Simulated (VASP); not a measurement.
# Si2Mo (I4/mmm) in VASP: relaxation of shape and atoms at fixed volume with r2SCAN

Aim: the relaxation of shape and atoms at fixed volume of Si2Mo with r2SCAN.

All numbers are computed with VASP 6.6.1; they aren't measurements. Logs are shortened: lines on timing, memory, paths and dates and some standing lists are left out, and cuts for length are marked.

### 1 The cell of the first run

Symmetry: I4/mmm, No. 139, tetragonal system. The conventional cell has a = 3.201 Å, b = 3.201 Å, c = 7.822 Å, α = 90.00°, β = 90.00°, γ = 90.00°. Within 3.4 Å of Si (site symmetry 4mm) lie 9 Si at 2.58 to 3.20 Å and 5 Mo at 2.60 to 2.62 Å. Within 3.4 Å of Mo (site symmetry 4/mmm) lie 10 Si at 2.60 to 2.62 Å and 4 Mo at 3.20 Å.

### 2 Relaxation of shape and atoms at fixed volume, r2SCAN (13.36 Å³/atom)

Input file POSCAR:

```
Si2Mo
1.0
   -1.6005002280      1.6005002280      3.9110592136
    1.6005002280     -1.6005002280      3.9110592136
    1.6005002280      1.6005002280     -3.9110592136
Si Mo
2 1
Direct
    0.3352303461      0.3352303461      0.0000000000
    0.6647696539      0.6647696539      0.0000000000
    0.0000000000      0.0000000000      0.0000000000
```

Input file INCAR.step1:

```
SYSTEM = Si2Mo
ALGO = Normal
EDIFF = 1E-4
ENCUT = 600
GGA = PE
ISMEAR = 0
LASPH = .True.
LCHARG = .False.
LREAL = .False.
LWAVE = .True.
NELM = 100
PREC = Accurate
SIGMA = 0.05
```

Input file INCAR.step2:

```
SYSTEM = Si2Mo
ALGO = Normal
EDIFF = 1E-6
EDIFFG = -0.01
ENCUT = 600
IBRION = 2
ISIF = 4
ISMEAR = 0
ISTART = 1
LASPH = .True.
LCHARG = .False.
LMIXTAU = .True.
LREAL = .False.
LWAVE = .False.
METAGGA = R2SCAN
NELM = 100
NSW = 60
PREC = Accurate
SIGMA = 0.05
```

Input file KPOINTS:

```
k-points
0
Gamma
  14 14 14
  0 0 0
```

Potentials or basis: VASP PAW PBE potentials, release 64 (Si, Mo_sv).

Run with:

```bash
$ cat potpaw_PBE.64/Si/POTCAR potpaw_PBE.64/Mo_sv/POTCAR > POTCAR
$ cp INCAR.step1 INCAR
$ mpirun -np 1 vasp_std > vasp.out
$ cp INCAR.step2 INCAR
$ mpirun -np 1 vasp_std > vasp.out
```

OUTCAR:

```text
SYSTEM = Si2Mo
   EDIFF = 1E-6
   EDIFFG = -0.01
   ENCUT = 600
   IBRION = 2
   ISIF = 4
   ISMEAR = 0
   ISTART = 1
   LASPH = .True.
   LREAL = .False.
   METAGGA = R2SCAN
   NELM = 100
   NSW = 60
   PREC = Accurate

 ion  position               nearest neighbor table
   1  0.335  0.335  0.000-   2 2.58   3 2.60   3 2.60   3 2.60   3 2.60   3 2.62   2 2.63   2 2.63
                             2 2.63   2 2.63
   2  0.665  0.665  0.000-   1 2.58   3 2.60   3 2.60   3 2.60   3 2.60   3 2.62   1 2.63   1 2.63
                             1 2.63   1 2.63
   3  0.000  0.000  0.000-   2 2.60   2 2.60   2 2.60   1 2.60   2 2.60   1 2.60   1 2.60   1 2.60
                             1 2.62   2 2.62

  LATTYP: Found a body centered tetragonal cell.
 ALAT       =     3.2010004560
 C/A-ratio  =     2.4436480203

  Lattice vectors:

 A1 = (  -1.6005002280,   1.6005002280,   3.9110592136)
 A2 = (   1.6005002280,  -1.6005002280,   3.9110592136)
 A3 = (   1.6005002280,   1.6005002280,  -3.9110592136)

Analysis of symmetry for initial positions (statically):
=====================================================================
 Subroutine PRICEL returns:
 Original cell was already a primitive cell.

 Routine SETGRP: Setting up the symmetry group for a
 body centered tetragonal supercell.

 Subroutine GETGRP returns: Found 16 space group operations
 (whereof 16 operations were pure point group operations)
 out of a pool of 16 trial point group operations.

The static configuration has the point symmetry D_4h.

Analysis of symmetry for dynamics (positions and initial velocities):
=====================================================================
 Subroutine PRICEL returns:
 Original cell was already a primitive cell.

 Routine SETGRP: Setting up the symmetry group for a
 body centered tetragonal supercell.

 Subroutine GETGRP returns: Found 16 space group operations
 (whereof 16 operations were pure point group operations)
 out of a pool of 16 trial point group operations.

The dynamic configuration has the point symmetry D_4h.

 Subroutine INISYM returns: Found 16 space group operations
 (whereof 16 operations are pure point group operations),
 and found     1 'primitive' translations

----------------------------------------------------------------------------------------

                                     Primitive cell

  volume of cell :      40.0743

  direct lattice vectors                    reciprocal lattice vectors
    -1.600500228  1.600500228  3.911059214     0.000000000  0.312402330  0.127842605
     1.600500228 -1.600500228  3.911059214     0.312402330  0.000000000  0.127842605
     1.600500228  1.600500228 -3.911059214     0.312402330  0.312402330  0.000000000

  length of vectors
     4.518803617  4.518803617  4.518803617     0.337548437  0.337548437  0.441803612

  position of ions in fractional coordinates (direct lattice)
     0.335230346  0.335230346  0.000000000
     0.664769654  0.664769654  0.000000000
     0.000000000  0.000000000  0.000000000

  ion indices of the primitive-cell ions
   primitive index   ion index
                 1           1
                 2           2
                 3           3

----------------------------------------------------------------------------------------

 KPOINTS: k-points

Automatic generation of k-mesh.
 Grid dimensions read from file:
 generate k-points for:   14   14   14

 Generating k-lattice:

  Cartesian coordinates                     Fractional coordinates (reciprocal lattice)
     0.000000000  0.022314452  0.009131615     0.071428571 -0.000000000  0.000000000
     0.022314452  0.000000000  0.009131615    -0.000000000  0.071428571  0.000000000
     0.022314452  0.022314452  0.000000000     0.000000000  0.000000000  0.071428571

  Length of vectors
     0.024110603  0.024110603  0.031557401

  Shift w.r.t. Gamma in fractional coordinates (k-lattice)
     0.000000000  0.000000000  0.000000000

 Subroutine IBZKPT returns following result:
 ===========================================

 Found    244 irreducible k-points:

 Following reciprocal coordinates:
            Coordinates               Weight
  0.000000  0.000000  0.000000      1.000000
  0.071429  0.000000 -0.000000      8.000000
  0.142857  0.000000 -0.000000      8.000000
  0.214286  0.000000 -0.000000      8.000000
  0.285714 -0.000000  0.000000      8.000000
  0.357143  0.000000 -0.000000      8.000000
[... 16 lines left out ...]
  0.214286  0.142857 -0.000000     16.000000
  0.285714  0.142857 -0.000000     16.000000
 [... further k-points ...]
   k-points           NKPTS =    244   k-points in BZ     NKDIM =    244   number of bands    NBANDS=     15
   number of dos      NEDOS =    301   number of ions     NIONS =      3
   total plane-waves  NPLWV =  46656
   dimension x,y,z NGX =    36 NGY =   36 NGZ =   36
   dimension x,y,z NGXF=    72 NGYF=   72 NGZF=   72
   ions per type =               2   1
   NGX,Y,Z   is equivalent  to a cutoff of  13.24, 13.24, 13.24 a.u.
   NGXF,Y,Z  is equivalent  to a cutoff of  26.49, 26.49, 26.49 a.u.
 SYSTEM =  Si2Mo
   PREC   = accura    normal or accurate (medium, high low for compatibility)
   ISTART =      1    job   : 0-new  1-cont  2-samecut
   ICHARG =      0    charge: 1-file 2-atom 10-const
   ISPIN  =      1    spin polarized calculation?
   LNONCOLLINEAR =      F non collinear calculations
   LSORBIT =      F    spin-orbit coupling
   LASPH  =      T    aspherical Exc in radial PAW
   ENCUT  =  600.0 eV  44.10 Ry    6.64 a.u.   9.03  9.03  9.03*2*pi/ulx,y,z
   NELM   =    100;   NELMIN=  2; NELMDL=  0     # of ELM steps
   EDIFF  = 0.1E-05   stopping-criterion for ELM
   LREAL  =      F    real-space projection
   EDIFFG = -.1E-01   stopping-criterion for IOM
   NSW    =     60    number of steps for IOM
   IBRION =      2    ionic relax: 0-MD 1-quasi-New 2-CG
   NFREE  =      1    steps in history (QN), initial steepest desc. (CG)
   ISIF   =      4    stress and relaxation
   ISYM   =      2    0-nonsym 1-usesym 2-fastsym
   POTIM  = 0.5000    time-step for ionic-motion
   TEBEG  =    0.0;   TEEND  =   0.0 temperature during run
   PSTRESS=    0.0 pullay stress
   NELECT =      22.0000    total number of electrons
   NUPDOWN=      -1.0000    fix difference up-down
   EMIN   =  10.00;   EMAX   =-10.00  energy-range for DOS
   EFERMI =   0.00;   METHOD = LEGACY
   ISMEAR =     0;   SIGMA  =   0.05  broadening in eV -4-tet -1-fermi 0-gaus
   EFERMI_NEDOS =   21; number of points for ismear=-14 and -15
   IALGO  =     38    algorithm
   IMIX   =      4    mixing-type and parameters
     AMIX     =   0.40;   BMIX     =  1.00
     AMIX_MAG =   1.60;   BMIX_MAG =  1.00
  volume/ion in A,a.u.               =      13.36        90.14
  Fermi-wavevector in a.u.,A,eV,Ry     =   1.340480  2.533140 24.448138  1.796887
  Thomas-Fermi vector in A             =   2.468790
   LORBIT       =      0    0 simple, 1 ext, 2 COOP (PROOUT), +10 PAW based schemes
   METAGGA = R2SCAN    functional components
   LHFCALC =     F    Hartree Fock is set to
   AEXX    =    0.0000 exact exchange contribution
   IVDW    =     0    specifies the selected vdW correction
   LEPSILON=     F    determine dielectric tensor
   LRPA    =     F    only Hartree local field effects (RPA)
 conjugate gradient relaxation of ions
 non-spin polarized calculation
 Gauss-broadening in eV      SIGMA  =   0.05
  energy-cutoff  :      600.00
  volume of cell :       40.07
 maximum number of plane-waves:      1360
   NGX = 19   NGY = 19   NGZ = 19

--------------------------------------- Ionic step        1  -------------------------------------------

 number of electron      22.0000000 magnetization

 Free energy of the ion-electron system (eV)
  ---------------------------------------------------
  ext. energy  EPLUGINS =         0.00000000
  ---------------------------------------------------
  free energy    TOTEN  =       -45.01423094 eV

  energy without entropy =      -45.01379655  energy(sigma->0) =      -45.01401375

------------------------ aborting loop because EDIFF is reached ----------------------------------------

  FORCE on cell =-STRESS in cart. coord.  units (eV):
  Direction    XX          YY          ZZ          XY          YZ          ZX
  --------------------------------------------------------------------------------------
  -------------------------------------------------------------------------------------
  Total        0.1198781      0.1198781      0.0316577      0.0000000      0.0000000     -0.0000000
  in kB        4.7927479      4.7927479      1.2656797      0.0000000      0.0000000     -0.0000000
  external PRESSURE =       3.6170585 kB  Pullay stress =       0.0000000 kB
[... 59 lines left out ...]
  energy  without entropy=      -45.0138077448  energy(sigma->0) =      -45.01402630

--------------------------------------- Ionic step        3  -------------------------------------------

 number of electron      22.0000000 magnetization

 Free energy of the ion-electron system (eV)
  ---------------------------------------------------
  ext. energy  EPLUGINS =         0.00000000
  ---------------------------------------------------
  free energy    TOTEN  =       -45.01425644 eV

  energy without entropy =      -45.01382036  energy(sigma->0) =      -45.01403840

 E-fermi :  12.3348     XC(G=0): -13.4059

 val. band max:       12.1959847263   @ k =  -0.3571  -0.4286   0.3571
 cond. band min:      12.3358550230   @ k =  -0.4286  -0.4286   0.4286
 fundamental gap:      0.1398702967
 Fermi energy:        12.3348494013

 k-point     1 :       0.0000    0.0000    0.0000
  band No.  band energies     occupation
      1     -50.3134      2.00000
      2     -23.7541      2.00000
      3     -23.6667      2.00000
      4     -23.6667      2.00000
      5      -1.8943      2.00000
      6       5.5238      2.00000
      7       8.8421      2.00000
      8       9.1850      2.00000
      9       9.4893      2.00000
     10       9.4893      2.00000
     11      12.6492      0.00000
     12      15.7104      0.00000
     13      15.7720      0.00000
     14      15.9687      0.00000
     15      15.9687      0.00000
[... 397 lines left out ...]
 k-point    24 :       0.2857    0.1429   -0.0000
  band No.  band energies     occupation
      1     -50.2967      2.00000
      2     -23.8332      2.00000
      3     -23.7384      2.00000
      4     -23.7017      2.00000
      5       0.1368      2.00000
      6       4.5436      2.00000
      7       6.8865      2.00000
      8       8.7154      2.00000
      9       9.5393      2.00000
     10       9.9406      2.00000
     11      10.4314      2.00000
     12      14.3393      0.00000
     13      14.8552      0.00000
     14      16.1912      0.00000
     15      17.4788      0.00000

 [... further k-points ...]

------------------------ aborting loop because EDIFF is reached ----------------------------------------

  FORCE on cell =-STRESS in cart. coord.  units (eV):
  Direction    XX          YY          ZZ          XY          YZ          ZX
  --------------------------------------------------------------------------------------
  -------------------------------------------------------------------------------------
  Total        0.0964831      0.0964831      0.0988689      0.0000000     -0.0000000      0.0000000
  in kB        3.8574132      3.8574132      3.9527973      0.0000000     -0.0000000      0.0000000
  external PRESSURE =       3.8892079 kB  Pullay stress =       0.0000000 kB
[... 18 lines left out ...]
  FREE ENERGIE OF THE ION-ELECTRON SYSTEM (eV)
  ---------------------------------------------------
  free  energy   TOTEN  =       -45.0142564376 eV

  energy  without entropy=      -45.0138203560  energy(sigma->0) =      -45.01403840

 reached required accuracy - stopping structural energy minimisation
```

It took 27 min on 1 thread of Oxide Virtual Turin-like, shared host; peak memory 0.33 GiB.

What came out:

```
Free energy               : -45.0143 eV
Energy gained by relaxing : 0.0 meV/atom
Ionic steps               : 3
Pressure after relaxing   : 0.4 GPa
Band gap on the k mesh    : zero (bands 11 and 12 overlap by 1.03 eV)
```

Final structure:
```xyz
3
Lattice="-1.6010 1.6010 3.9088 1.6010 -1.6010 3.9088 1.6010 1.6010 -3.9088" Properties=species:S:1:pos:R:3 pbc="T T T"
Si    0.0000    0.0000    2.6207
Si    0.0000    0.0000    5.1968
Mo    0.0000    0.0000    0.0000
```

Caveat: the PAW data sets were made with another functional, which shifts forces and pressure a little.

The gap in the log of VASP goes by the Fermi energy; the results here count the filled bands.